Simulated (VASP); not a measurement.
# Cr2Ge6Mo (Fmmm) in VASP: single point with PBE

Aim: the single point of Cr2Ge6Mo with PBE.

Everything below comes from runs of VASP 6.6.1. Logs are shortened: lines on timing, memory, paths and dates and some standing lists are left out, and cuts for length are marked.

## (1) The cell of the first run

It takes space group Fmmm (No. 69, orthorhombic). Conventional cell: a = 4.629 Å, b = 8.153 Å, c = 13.871 Å, α = 90.00°, β = 90.00°, γ = 90.00°. Within 3.5 Å of Cr (site symmetry mm2) lie 10 Ge at 2.62 to 2.77 Å and 2 Cr at 3.26 Å and 2 Mo at 3.27 Å. Within 3.4 Å of Ge (site symmetry m) lie 9 Ge at 2.61 to 3.29 Å and 4 Cr at 2.62 to 2.77 Å and 1 Mo at 2.68 Å. Ge (site symmetry m2m) has 9 Ge at 2.62 to 3.29 Å and 3 Mo at 2.66 to 2.76 Å and 2 Cr at 2.66 Å within 3.5 Å. Mo (site symmetry mmm) has 10 Ge at 2.66 to 2.76 Å and 4 Cr at 3.27 Å within 3.5 Å.

## (2) Single point, PBE

Contents of INCAR:

```
  ALGO = Normal
  EDIFF = 1E-6
  ENCUT = 500
  GGA = PE
  GGA_COMPAT = F
  ISIF = 2
  ISMEAR = 0
  LASPH = T
  LCHARG = F
  LREAL = F
  LWAVE = F
  NBANDS = 71
  NELM = 120
  PREC = Accurate
  SIGMA = 0.2
```

Contents of KPOINTS:

```
k-points
0
Gamma
  6 6 6
```

Contents of POSCAR:

```
Cr2Ge6Mo
1.0
    4.6291422311      0.0000000000      0.0000000000
    2.3145711156      4.0764305817      0.0000000000
    2.3145711156      0.0000000000      6.9354130547
Cr Ge Mo
2 6 1
Direct
    0.1670395542      0.0000000000      0.6659208916
    0.8329604458      0.0000000000      0.3340791084
    0.5088574092      0.3199255908      0.6623595908
    0.1712170000      0.3199255908      0.3376404092
    0.8391289130      0.3217421739      0.0000000000
    0.8287830000      0.6800744092      0.6623595908
    0.4911425908      0.6800744092      0.3376404092
    0.1608710870      0.6782578261      0.0000000000
    0.5000000000      0.0000000000      0.0000000000
```

Potentials or basis: VASP PAW PBE potentials, release 64 (Cr_pv, Ge_d, Mo_sv).

Run with:

```sh
cat potpaw_PBE.64/Cr_pv/POTCAR potpaw_PBE.64/Ge_d/POTCAR potpaw_PBE.64/Mo_sv/POTCAR > POTCAR
mpirun -np 1 vasp_std > vasp.out
```

OUTCAR:

```text
EDIFF = 1E-6
   ENCUT = 500
   GGA = PE
   ISIF = 2
   ISMEAR = 0
   LASPH = T
   LREAL = F
   NELM = 120
   PREC = Accurate

 ion  position               nearest neighbor table
   1  0.167  0.000  0.666-   4 2.62   7 2.62   6 2.66   3 2.66   3 2.66   6 2.66   8 2.66   5 2.66
                             3 2.77   6 2.77   9 3.27   9 3.27
   2  0.833  0.000  0.334-   3 2.62   6 2.62   4 2.66   7 2.66   7 2.66   4 2.66   8 2.66   5 2.66
                             4 2.77   7 2.77   9 3.27   9 3.27
   3  0.509  0.320  0.662-   6 2.61   2 2.62   1 2.66   1 2.66   9 2.68   7 2.69   6 2.74   6 2.74
                             8 2.76   1 2.77
   4  0.171  0.320  0.338-   7 2.61   1 2.62   2 2.66   2 2.66   9 2.68   6 2.69   7 2.74   7 2.74
                             8 2.76   2 2.77
   5  0.839  0.322  0.000-   8 2.62   9 2.66   9 2.66   1 2.66   2 2.66   8 2.73   8 2.73   6 2.76
                             7 2.76   9 2.76
   6  0.829  0.680  0.662-   3 2.61   2 2.62   1 2.66   1 2.66   9 2.68   4 2.69   3 2.74   3 2.74
                             5 2.76   1 2.77
   7  0.491  0.680  0.338-   4 2.61   1 2.62   2 2.66   2 2.66   9 2.68   3 2.69   4 2.74   4 2.74
                             5 2.76   2 2.77
   8  0.161  0.678  0.000-   5 2.62   9 2.66   9 2.66   1 2.66   2 2.66   5 2.73   5 2.73   4 2.76
                             3 2.76   9 2.76
   9  0.500  0.000  0.000-   5 2.66   8 2.66   8 2.66   5 2.66   6 2.68   7 2.68   4 2.68   3 2.68
                             5 2.76   8 2.76   2 3.27   1 3.27   2 3.27   1 3.27

  LATTYP: Found a face centered orthorhombic cell.
 ALAT       =     4.6291422311
 B/A-ratio  =     1.7612034274
 C/A-ratio  =     2.9964138963

  Lattice vectors:

 A1 = (   0.0000000001,   4.0764305817,   6.9354130547)
 A2 = (   2.3145711156,   0.0000000000,   6.9354130547)
 A3 = (   2.3145711156,   4.0764305817,   0.0000000000)

Analysis of symmetry for initial positions (statically):
=====================================================================
 Subroutine PRICEL returns:
 Original cell was already a primitive cell.

 Routine SETGRP: Setting up the symmetry group for a
 face centered orthorhombic supercell.

 Subroutine GETGRP returns: Found  8 space group operations
 (whereof  8 operations were pure point group operations)
 out of a pool of  8 trial point group operations.

The static configuration has the point symmetry D_2h.

Analysis of symmetry for dynamics (positions and initial velocities):
=====================================================================
 Subroutine PRICEL returns:
 Original cell was already a primitive cell.

 Routine SETGRP: Setting up the symmetry group for a
 face centered orthorhombic supercell.

 Subroutine GETGRP returns: Found  8 space group operations
 (whereof  8 operations were pure point group operations)
 out of a pool of  8 trial point group operations.

The dynamic configuration has the point symmetry D_2h.

 Subroutine INISYM returns: Found  8 space group operations
 (whereof  8 operations are pure point group operations),
 and found     1 'primitive' translations

----------------------------------------------------------------------------------------

                                     Primitive cell

  volume of cell :     130.8739

  direct lattice vectors                    reciprocal lattice vectors
     4.629142231  0.000000000  0.000000000     0.216022742 -0.122656326 -0.072093759
     2.314571116  4.076430582  0.000000000     0.000000000  0.245312653  0.000000000
     2.314571116  0.000000000  6.935413055     0.000000000  0.000000000  0.144187519

  length of vectors
     4.629142231  4.687699408  7.311442654     0.258665633  0.245312653  0.144187519

  position of ions in fractional coordinates (direct lattice)
     0.167039554  0.000000000  0.665920892
     0.832960446  0.000000000  0.334079108
     0.508857409  0.319925591  0.662359591
     0.171217000  0.319925591  0.337640409
     0.839128913  0.321742174  0.000000000
     0.828783000  0.680074409  0.662359591
     0.491142591  0.680074409  0.337640409
     0.160871087  0.678257826  0.000000000
     0.500000000  0.000000000  0.000000000

  ion indices of the primitive-cell ions
   primitive index   ion index
                 1           1
                 2           2
                 3           3
                 4           4
                 5           5
                 6           6
                 7           7
                 8           8
                 9           9

----------------------------------------------------------------------------------------

 KPOINTS: k-points

Automatic generation of k-mesh.
 Grid dimensions read from file:
 generate k-points for:    6    6    6

 Generating k-lattice:

  Cartesian coordinates                     Fractional coordinates (reciprocal lattice)
     0.036003790 -0.020442721 -0.012015627     0.166666667 -0.000000000  0.000000000
     0.000000000  0.040885442  0.000000000     0.000000000  0.166666667  0.000000000
     0.000000000  0.000000000  0.024031253     0.000000000  0.000000000  0.166666667

  Length of vectors
     0.043110939  0.040885442  0.024031253

  Shift w.r.t. Gamma in fractional coordinates (k-lattice)
     0.000000000  0.000000000  0.000000000

 Subroutine IBZKPT returns following result:
 ===========================================

 Found     46 irreducible k-points:

 Following reciprocal coordinates:
            Coordinates               Weight
  0.000000  0.000000  0.000000      1.000000
  0.166667  0.000000 -0.000000      8.000000
  0.333333  0.000000  0.000000      8.000000
  0.500000  0.000000 -0.000000      4.000000
  0.000000  0.166667  0.000000      2.000000
  0.333333  0.166667  0.000000      4.000000
[... 16 lines left out ...]
 -0.166667  0.166667  0.166667      8.000000
  0.000000  0.333333  0.166667      4.000000
 [... further k-points ...]
   k-points           NKPTS =     46   k-points in BZ     NKDIM =     46   number of bands    NBANDS=     71
   number of dos      NEDOS =    301   number of ions     NIONS =      9
   total plane-waves  NPLWV =  69984
   dimension x,y,z NGX =    36 NGY =   36 NGZ =   54
   dimension x,y,z NGXF=    72 NGYF=   72 NGZF=  108
   ions per type =               2   6   1
   NGX,Y,Z   is equivalent  to a cutoff of  12.93, 12.77, 12.28 a.u.
   NGXF,Y,Z  is equivalent  to a cutoff of  25.86, 25.53, 24.56 a.u.
 SYSTEM =  unknown system
   PREC   = accura    normal or accurate (medium, high low for compatibility)
   ISTART =      0    job   : 0-new  1-cont  2-samecut
   ICHARG =      2    charge: 1-file 2-atom 10-const
   ISPIN  =      1    spin polarized calculation?
   LNONCOLLINEAR =      F non collinear calculations
   LSORBIT =      F    spin-orbit coupling
   LASPH  =      T    aspherical Exc in radial PAW
   ENCUT  =  500.0 eV  36.75 Ry    6.06 a.u.   8.44  8.55 13.33*2*pi/ulx,y,z
   NELM   =    120;   NELMIN=  2; NELMDL= -5     # of ELM steps
   EDIFF  = 0.1E-05   stopping-criterion for ELM
   LREAL  =      F    real-space projection
   EDIFFG = 0.1E-04   stopping-criterion for IOM
   NSW    =      0    number of steps for IOM
   IBRION =     -1    ionic relax: 0-MD 1-quasi-New 2-CG
   NFREE  =      0    steps in history (QN), initial steepest desc. (CG)
   ISIF   =      2    stress and relaxation
   ISYM   =      2    0-nonsym 1-usesym 2-fastsym
   POTIM  = 0.5000    time-step for ionic-motion
   TEBEG  =    0.0;   TEEND  =   0.0 temperature during run
   PSTRESS=    0.0 pullay stress
   NELECT =     122.0000    total number of electrons
   NUPDOWN=      -1.0000    fix difference up-down
   EMIN   =  10.00;   EMAX   =-10.00  energy-range for DOS
   EFERMI =   0.00;   METHOD = LEGACY
   ISMEAR =     0;   SIGMA  =   0.20  broadening in eV -4-tet -1-fermi 0-gaus
   EFERMI_NEDOS =   21; number of points for ismear=-14 and -15
   IALGO  =     38    algorithm
   IMIX   =      4    mixing-type and parameters
     AMIX     =   0.40;   BMIX     =  1.00
     AMIX_MAG =   1.60;   BMIX_MAG =  1.00
  volume/ion in A,a.u.               =      14.54        98.13
  Fermi-wavevector in a.u.,A,eV,Ry     =   1.599228  3.022103 34.797325  2.557531
  Thomas-Fermi vector in A             =   2.696554
   LORBIT       =      0    0 simple, 1 ext, 2 COOP (PROOUT), +10 PAW based schemes
   GGA     = PE    functional components
   LHFCALC =     F    Hartree Fock is set to
   AEXX    =    0.0000 exact exchange contribution
   IVDW    =     0    specifies the selected vdW correction
   LEPSILON=     F    determine dielectric tensor
   LRPA    =     F    only Hartree local field effects (RPA)
 non-spin polarized calculation
 Gauss-broadening in eV      SIGMA  =   0.20
  energy-cutoff  :      500.00
  volume of cell :      130.87
 maximum number of plane-waves:      3362
 NGX is ok and might be reduce to    36
   NGX = 17   NGY = 17   NGZ = 27

 number of electron     121.9999962 magnetization

 Free energy of the ion-electron system (eV)
  ---------------------------------------------------
  ext. energy  EPLUGINS =         0.00000000
  ---------------------------------------------------
  free energy    TOTEN  =       -57.02420966 eV

  energy without entropy =      -56.97413191  energy(sigma->0) =      -56.99917078

 E-fermi :   9.7604     XC(G=0): -12.7246

 val. band max:        9.7420830799   @ k =   0.0000   0.1667   0.1667
 cond. band min:       9.7792331077   @ k =   0.0000   0.5000   0.5000
 fundamental gap:      0.0371500278
 Fermi energy:         9.7603792966

 k-point     1 :       0.0000    0.0000    0.0000
  band No.  band energies     occupation
      1     -51.0421      2.00000
      2     -33.2132      2.00000
      3     -33.2057      2.00000
      4     -33.1944      2.00000
      5     -33.1871      2.00000
      6     -33.1253      2.00000
[... 63 lines left out ...]
     70      12.3626      0.00000
     71      12.6857      0.00000

 k-point     2 :       0.1667    0.0000   -0.0000
  band No.  band energies     occupation
      1     -51.0421      2.00000
      2     -33.2132      2.00000
      3     -33.2074      2.00000
      4     -33.1928      2.00000
      5     -33.1872      2.00000
      6     -33.1251      2.00000
[... 63 lines left out ...]
     70      12.6130      0.00000
     71      12.9131      0.00000

 k-point     3 :       0.3333    0.0000    0.0000
  band No.  band energies     occupation
      1     -51.0420      2.00000
      2     -33.2132      2.00000
      3     -33.2103      2.00000
      4     -33.1903      2.00000
      5     -33.1875      2.00000
      6     -33.1245      2.00000
[... 1543 lines left out ...]
     70      12.7113      0.00000
     71      12.9909      0.00000

 k-point    24 :       0.0000    0.3333    0.1667
  band No.  band energies     occupation
      1     -51.0420      2.00000
      2     -33.2130      2.00000
      3     -33.2057      2.00000
      4     -33.1945      2.00000
      5     -33.1871      2.00000
      6     -33.1262      2.00000
[... 63 lines left out ...]
     70      12.2229      0.00000
     71      13.6593      0.00000

 [... further k-points ...]

------------------------ aborting loop because EDIFF is reached ----------------------------------------

  FORCE on cell =-STRESS in cart. coord.  units (eV):
  Direction    XX          YY          ZZ          XY          YZ          ZX
  --------------------------------------------------------------------------------------
  -------------------------------------------------------------------------------------
  Total        0.0791740      0.3221717      0.1221851      0.0000000      0.0000000      0.0000000
  in kB        0.9692598      3.9440736      1.4958077      0.0000000      0.0000000      0.0000000
  external PRESSURE =       2.1363804 kB  Pullay stress =       0.0000000 kB

 VOLUME and BASIS-vectors are now :
 -----------------------------------------------------------------------------
  energy-cutoff  :      500.00
  volume of cell :      130.87
      direct lattice vectors                 reciprocal lattice vectors
     4.629142231  0.000000000  0.000000000     0.216022742 -0.122656326 -0.072093759
     2.314571116  4.076430582  0.000000000     0.000000000  0.245312653  0.000000000
     2.314571116  0.000000000  6.935413055     0.000000000  0.000000000  0.144187519

 POSITION                                       TOTAL-FORCE (eV/Angst)
 -----------------------------------------------------------------------------------
      2.31457      0.00000      4.61844        -0.000000      0.000000     -0.001716
      4.62914      0.00000      2.31698         0.000000      0.000000      0.001716
      4.62914      1.30415      4.59374         0.000000      0.013816     -0.002511
      2.31457      1.30415      2.34168         0.000000      0.013816      0.002511
      4.62914      1.31156      0.00000         0.000000      0.017306     -0.000000
      6.94371      2.77228      4.59374        -0.000000     -0.013816     -0.002511
      4.62914      2.77228      2.34168        -0.000000     -0.013816      0.002511
      2.31457      2.76487      0.00000        -0.000000     -0.017306     -0.000000
      2.31457      0.00000      0.00000         0.000000      0.000000     -0.000000
 -----------------------------------------------------------------------------------
    total drift:                                0.000000      0.000000      0.000000

  FREE ENERGIE OF THE ION-ELECTRON SYSTEM (eV)
  ---------------------------------------------------
  free  energy   TOTEN  =       -57.0242096592 eV

  energy  without entropy=      -56.9741319055  energy(sigma->0) =      -56.99917078
```

It took 7 min on 1 thread of Intel Xeon Platinum 8375C at 2.90GHz (Ice Lake), shared host; peak memory 0.46 GiB.

What came out:

```
Free energy            : -57.0242 eV
Pressure               : 0.2 GPa
Largest force          : 0.017 eV/Å
Band gap on the k mesh : zero (bands 61 and 62 overlap by 0.41 eV)
```

Forces on the atoms (eV/Å):
```
Cr   0.000  0.000 -0.002
Cr   0.000  0.000  0.002
Ge   0.000  0.014 -0.003
Ge   0.000  0.014  0.003
Ge   0.000  0.017  0.000
Ge   0.000 -0.014 -0.003
Ge   0.000 -0.014  0.003
Ge   0.000 -0.017  0.000
Mo   0.000  0.000  0.000
```

Stress tensor (GPa, compression positive):
```
0.10 0.00 0.00
0.00 0.39 0.00
0.00 0.00 0.15
```

Caveat: the run has no spin polarisation, though such a crystal can be magnetic. Spin polarisation is off, so any magnetic state and its effect on volume and gap are missing.

The gap in the log of VASP goes by the Fermi energy; the results here count the filled bands.